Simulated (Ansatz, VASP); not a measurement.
One calculation of AlTlP, two programs

```
Al Tl P
1.0
     5.21479    0.00000    0.00000
    -2.60740    4.51614    0.00000
     0.00000    0.00000    5.56240
Al Tl P
2 2 2
Direct
  0.00000 0.00000 0.00000
  0.00000 0.00000 0.50000
  0.33333 0.66667 0.75000
  0.66667 0.33333 0.25000
  0.33333 0.66667 0.25000
  0.66667 0.33333 0.75000
```

Alike in both runs: functional PBE; k mesh 6 × 6 × 4; occupations gaussian, width 0.1 eV; no spin polarisation.

Ansatz relaxed the structure, and its values are those at the end. VASP's run is a single point on that final structure, the one shown.

```csv
,VASP,Ansatz
version,VASP 6.6.1,Ansatz 0.2.0
potentials or method,"VASP PAW PBE potentials, release 64 (Al, Tl_d, P), cutoff 520 eV","scalar-relativistic, plane waves, PAW"
valence electrons in the cell,42,42
```

|  | VASP | Ansatz | Ansatz less VASP |
| --- | --- | --- | --- |
| gap on the k mesh at the Fermi level (eV) | none | none | - |
| pressure (GPa) | -0.1 | 0.0 | +0.05 |

A gap of «none» marks a metal or a gap that the smearing closes. With one functional, cell and mesh, what is left measures potentials, basis and numerics.

Neither program's run includes spin-orbit coupling.
